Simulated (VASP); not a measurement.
# MnO2 (P4_2/mnm) in VASP: single point with LDA+U

Aim: the single point of MnO2 with LDA+U.

Everything below comes from runs of VASP 6.6.1. Logs are shortened: lines on timing, memory, paths and dates and some standing lists are left out, and cuts for length are marked.

### 1 The cell of the first run

The structure is tetragonal, space group P4_2/mnm (No. 136). The conventional cell has a = 4.396 Å, b = 4.396 Å, c = 2.871 Å, α = 90.00°, β = 90.00°, γ = 90.00°. Mn (site symmetry mmm) has 6 O at 1.88 to 1.89 Å within 2.5 Å. Within 2.5 Å of O (site symmetry m2m) lie 3 Mn at 1.88 to 1.89 Å and 1 O at 2.46 Å.

### 2 Single point, LDA+U

Contents of INCAR:

```
SYSTEM = MnO2
PREC     = Accurate       ! precision mode
ENCUT    = 520            ! plane-wave cutoff, eV
EDIFF    = 1E-7           ! SCF threshold, eV
ISMEAR   = 0              ! smearing method
SIGMA    = 0.05           ! smearing width, eV
LREAL    = .FALSE.        ! projectors in reciprocal space
LASPH    = .TRUE.         ! aspherical terms in the spheres
NELM     = 150            ! most SCF steps
ALGO     = Normal         ! electronic algorithm
ISIF     = 2              ! what is computed and relaxed
LWAVE    = .FALSE.        ! write WAVECAR
LCHARG   = .FALSE.        ! write CHGCAR
LMAXMIX  = 4              ! l up to which the mixer works
LDAU     = .TRUE.         ! DFT+U
LDAUTYPE = 2            
LDAUL    = 2 -1           ! shell
LDAUU    = 4 0            ! U, eV
LDAUJ    = 0 0          
LDAUPRINT= 1            
NBANDS   = 34             ! bands
```

Contents of KPOINTS:

```
regular mesh
0
G
  4 4 7
  0 0 0
```

Contents of POSCAR:

```
MnO2
1.0
    4.3959987700      0.0000000000      0.0000000000
    0.0000000000      4.3959987700      0.0000000000
    0.0000000000      0.0000000000      2.8709991900
Mn O
2 4
Direct
    0.0000000000      0.0000000000      0.0000000000
    0.5000000000      0.5000000000      0.5000000000
    0.3020000000      0.3020000000      0.0000000000
    0.1980000000      0.8020000000      0.5000000000
    0.6980000000      0.6980000000      0.0000000000
    0.8020000000      0.1980000000      0.5000000000
```

Potentials or basis: VASP PAW LDA potentials, release 64 (Mn_pv, O).

Launch:

```sh
cat potpaw_LDA.64/Mn_pv/POTCAR potpaw_LDA.64/O/POTCAR > POTCAR
mpirun -np 1 vasp_std > vasp.out
```

OUTCAR:

```text
SYSTEM = MnO2
   PREC = Accurate
   ENCUT = 520
   EDIFF = 1E-7
   ISMEAR = 0
   LREAL = .FALSE.
   LASPH = .TRUE.
   NELM = 150
   ISIF = 2

 ion  position               nearest neighbor table
   1  0.000  0.000  0.000-   3 1.88   5 1.88   4 1.89   6 1.89   4 1.89   6 1.89
   2  0.500  0.500  0.500-   4 1.88   6 1.88   5 1.89   3 1.89   3 1.89   5 1.89
   3  0.302  0.302  0.000-   1 1.88   2 1.89   2 1.89
   4  0.198  0.802  0.500-   2 1.88   1 1.89   1 1.89
   5  0.698  0.698  0.000-   1 1.88   2 1.89   2 1.89
   6  0.802  0.198  0.500-   2 1.88   1 1.89   1 1.89

  LATTYP: Found a simple tetragonal cell.
 ALAT       =     4.3959987700
 C/A-ratio  =     0.6530937200

  Lattice vectors:

 A1 = (   4.3959987700,   0.0000000000,   0.0000000000)
 A2 = (   0.0000000000,   4.3959987700,   0.0000000000)
 A3 = (   0.0000000000,   0.0000000000,   2.8709991900)

Analysis of symmetry for initial positions (statically):
=====================================================================
 Subroutine PRICEL returns:
 Original cell was already a primitive cell.

 Routine SETGRP: Setting up the symmetry group for a
 simple tetragonal supercell.

 Subroutine GETGRP returns: Found 16 space group operations
 (whereof  8 operations were pure point group operations)
 out of a pool of 16 trial point group operations.

The static configuration has the point symmetry D_2h.
 The point group associated with its full space group is D_4h.

Analysis of symmetry for dynamics (positions and initial velocities):
=====================================================================
 Subroutine PRICEL returns:
 Original cell was already a primitive cell.

 Routine SETGRP: Setting up the symmetry group for a
 simple tetragonal supercell.

 Subroutine GETGRP returns: Found 16 space group operations
 (whereof  8 operations were pure point group operations)
 out of a pool of 16 trial point group operations.
[... 193 lines left out ...]
 -0.2223  0.0000  0.7793  0.0000  0.0000
  0.0000 -0.0509  0.0000  0.3879  0.0000
 -0.0000  0.0000  0.0000  0.0000  0.4191

spin component  2

  0.5517  0.0000 -0.2223  0.0000 -0.0000
  0.0000  0.3879  0.0000 -0.0509  0.0000
 -0.2223  0.0000  0.7793  0.0000  0.0000
  0.0000 -0.0509  0.0000  0.3879  0.0000
 -0.0000  0.0000  0.0000  0.0000  0.4191

 occupancies and eigenvectors

  o =  0.3370  v = -0.0000  0.7071 -0.0000  0.7071 -0.0000  0.0000  0.0000  0.0000  0.0000  0.0000      0.0000  0.0000  0.0000  0.0000  0.0000  0.0000  0.0000  0.0000  0.0000  0.0000
  o =  0.3370  v =  0.0000  0.0000  0.0000  0.0000  0.0000 -0.0000  0.7071 -0.0000  0.7071 -0.0000      0.0000  0.0000  0.0000  0.0000  0.0000  0.0000  0.0000  0.0000  0.0000  0.0000
  o =  0.4158  v =  0.0000  0.0000  0.0000  0.0000  0.0000 -0.8531  0.0000 -0.5217 -0.0000  0.0000      0.0000  0.0000  0.0000  0.0000  0.0000  0.0000  0.0000  0.0000  0.0000  0.0000
  o =  0.4158  v = -0.8531  0.0000 -0.5217 -0.0000  0.0000  0.0000  0.0000  0.0000  0.0000  0.0000      0.0000  0.0000  0.0000  0.0000  0.0000  0.0000  0.0000  0.0000  0.0000  0.0000
  o =  0.4191  v =  0.0000 -0.0000  0.0000  0.0000  1.0000  0.0000  0.0000  0.0000  0.0000  0.0000      0.0000  0.0000  0.0000  0.0000  0.0000  0.0000  0.0000  0.0000  0.0000  0.0000
  o =  0.4191  v =  0.0000  0.0000  0.0000  0.0000  0.0000  0.0000 -0.0000  0.0000  0.0000  1.0000      0.0000  0.0000  0.0000  0.0000  0.0000  0.0000  0.0000  0.0000  0.0000  0.0000
  o =  0.4388  v = -0.0000 -0.7071 -0.0000  0.7071 -0.0000  0.0000  0.0000  0.0000  0.0000  0.0000      0.0000  0.0000  0.0000  0.0000  0.0000  0.0000  0.0000  0.0000  0.0000  0.0000
  o =  0.4388  v =  0.0000  0.0000  0.0000  0.0000  0.0000 -0.0000 -0.7071 -0.0000  0.7071 -0.0000      0.0000  0.0000  0.0000  0.0000  0.0000  0.0000  0.0000  0.0000  0.0000  0.0000
  o =  0.9152  v = -0.5217  0.0000  0.8531 -0.0000  0.0000  0.0000  0.0000  0.0000  0.0000  0.0000      0.0000  0.0000  0.0000  0.0000  0.0000  0.0000  0.0000  0.0000  0.0000  0.0000
  o =  0.9152  v =  0.0000  0.0000  0.0000  0.0000  0.0000 -0.5217  0.0000  0.8531 -0.0000  0.0000      0.0000  0.0000  0.0000  0.0000  0.0000  0.0000  0.0000  0.0000  0.0000  0.0000

 number of electron      49.9999995 magnetization

 Free energy of the ion-electron system (eV)
  ---------------------------------------------------
  ext. energy  EPLUGINS =         0.00000000
  ---------------------------------------------------
  free energy    TOTEN  =       -43.09035962 eV

  energy without entropy =      -43.07960275  energy(sigma->0) =      -43.08498119

 E-fermi :   4.8477     XC(G=0): -12.6428

 val. band max:        4.8165285984   @ k =   0.5000   0.2500   0.0000
 cond. band min:       4.8493666135   @ k =   0.5000   0.0000   0.2857
 fundamental gap:      0.0328380151
 Fermi energy:         4.8477192981

 k-point     1 :       0.0000    0.0000    0.0000
  band No.  band energies     occupation
      1     -44.1078      2.00000
      2     -44.1078      2.00000
      3     -42.9406      2.00000
      4     -42.9307      2.00000
      5     -42.8839      2.00000
      6     -42.8839      2.00000
[... 877 lines left out ...]
     33      16.4947      0.00000
     34      16.4947      0.00000

------------------------ aborting loop because EDIFF is reached ----------------------------------------

  FORCE on cell =-STRESS in cart. coord.  units (eV):
  Direction    XX          YY          ZZ          XY          YZ          ZX
  --------------------------------------------------------------------------------------
  -------------------------------------------------------------------------------------
  Total       -7.0987090     -7.0987090     -4.8819950      0.0000000      0.0000000      0.0000000
  in kB     -204.9942879   -204.9942879   -140.9807177      0.0000000      0.0000000      0.0000000
  external PRESSURE =    -183.6564312 kB  Pullay stress =       0.0000000 kB

 VOLUME and BASIS-vectors are now :
 -----------------------------------------------------------------------------
  energy-cutoff  :      520.00
  volume of cell :       55.48
      direct lattice vectors                 reciprocal lattice vectors
     4.395998770  0.000000000  0.000000000     0.227479590  0.000000000  0.000000000
     0.000000000  4.395998770  0.000000000     0.000000000  0.227479590  0.000000000
     0.000000000  0.000000000  2.870999190     0.000000000  0.000000000  0.348310791

 POSITION                                       TOTAL-FORCE (eV/Angst)
 -----------------------------------------------------------------------------------
      0.00000      0.00000      0.00000         0.000000     -0.000000      0.000000
      2.19800      2.19800      1.43550         0.000000     -0.000000      0.000000
      1.32759      1.32759      0.00000        -0.179473     -0.179473     -0.000000
      0.87041      3.52559      1.43550         0.179473     -0.179473     -0.000000
      3.06841      3.06841      0.00000         0.179473      0.179473      0.000000
      3.52559      0.87041      1.43550        -0.179473      0.179473      0.000000
 -----------------------------------------------------------------------------------
    total drift:                                0.000000      0.000000      0.000000

  FREE ENERGIE OF THE ION-ELECTRON SYSTEM (eV)
  ---------------------------------------------------
  free  energy   TOTEN  =       -43.0903596228 eV

  energy  without entropy=      -43.0796027473  energy(sigma->0) =      -43.08498119
```

OSZICAR:

```text
N       E                     dE             d eps       ncg     rms          rms(c)
DAV:   1     0.631437213365E+03    0.63144E+03   -0.28092E+04  1672   0.178E+03
DAV:   2     0.120039354285E+01   -0.63024E+03   -0.57827E+03  1784   0.513E+02
DAV:   3    -0.566146426322E+02   -0.57815E+02   -0.56269E+02  1720   0.166E+02
[... 18 lines left out ...]
DAV:  22    -0.430903361066E+02    0.64258E-05   -0.12507E-03  2170   0.179E-01    0.285E-02
DAV:  23    -0.430903569957E+02   -0.20889E-04   -0.73052E-05  1678   0.660E-02    0.242E-02
DAV:  24    -0.430903591034E+02   -0.21077E-05   -0.40804E-05  2192   0.383E-02    0.657E-03
DAV:  25    -0.430903594431E+02   -0.33965E-06   -0.58625E-06  1682   0.147E-02    0.350E-03
DAV:  26    -0.430903596004E+02   -0.15735E-06   -0.93977E-07  1344   0.489E-03    0.218E-03
DAV:  27    -0.430903596228E+02   -0.22327E-07   -0.13668E-07   968   0.250E-03
   1 F= -.43090360E+02 E0= -.43084981E+02  d E =-.107569E-01
```

stdout:

```text
POSCAR found type information on POSCAR MnO
 POSCAR found :  2 types and       6 ions
 scaLAPACK will be used
 LDA part: xc-table for (Slater(with rela. corr.)+CA(PZ))
 , standard interpolation
 POSCAR, INCAR and KPOINTS ok, starting setup
 FFT: planning ... GRIDC
 FFT: planning ... GRID_SOFT
 FFT: planning ... GRID
 WAVECAR not read
 entering main loop
```

Wall time 26 s (1 thread of Intel Xeon 6975P-C (Granite Rapids), shared host); peak memory 0.17 GiB.

Results:

```
Free energy            : -43.0904 eV
Pressure               : -18.4 GPa
Largest force          : 0.254 eV/Å
Band gap on the k mesh : zero (band 25 reaches 5.17 eV, above the bottom of band 26 at 4.31 eV)
```

Forces in eV/Å, atoms in the order of the input:
```
Mn   0.000  0.000  0.000
Mn   0.000  0.000  0.000
O   -0.179 -0.179  0.000
O    0.179 -0.179  0.000
O    0.179  0.179  0.000
O   -0.179  0.179  0.000
```

Stress tensor (GPa, compression positive):
```
-20.50   0.00   0.00
  0.00 -20.50   0.00
  0.00   0.00 -14.10
```

Levels at points of the mesh, in eV from the Fermi level:
```csv
k point,band 22,band 23,band 24,band 25,band 26,band 27,band 28,band 29
"(0.00, 0.00, 0.00)",-1.09,-1.09,-0.76,-0.38,-0.38,-0.28,1.21,1.68
"(0.50, 0.00, 0.00)",-1.53,-0.83,-0.83,0.26,0.26,0.87,0.87,3.28
"(0.50, 0.50, 0.00)",-2.07,-1.50,-1.50,-0.36,-0.36,1.34,1.34,2.71
```

Eigenvalues of the final occupation matrices:
```tsv
site	spin	trace	eigenvalues
site 1 d	1	2.53	0.34 0.42 0.42 0.44 0.92
site 1 d	2	2.53	0.34 0.42 0.42 0.44 0.92
site 2 d	1	2.53	0.34 0.42 0.42 0.44 0.92
site 2 d	2	2.53	0.34 0.42 0.42 0.44 0.92
```

Caveat: the run has no spin polarisation, though such a crystal can be magnetic; U without spin polarisation on a metal has little footing.
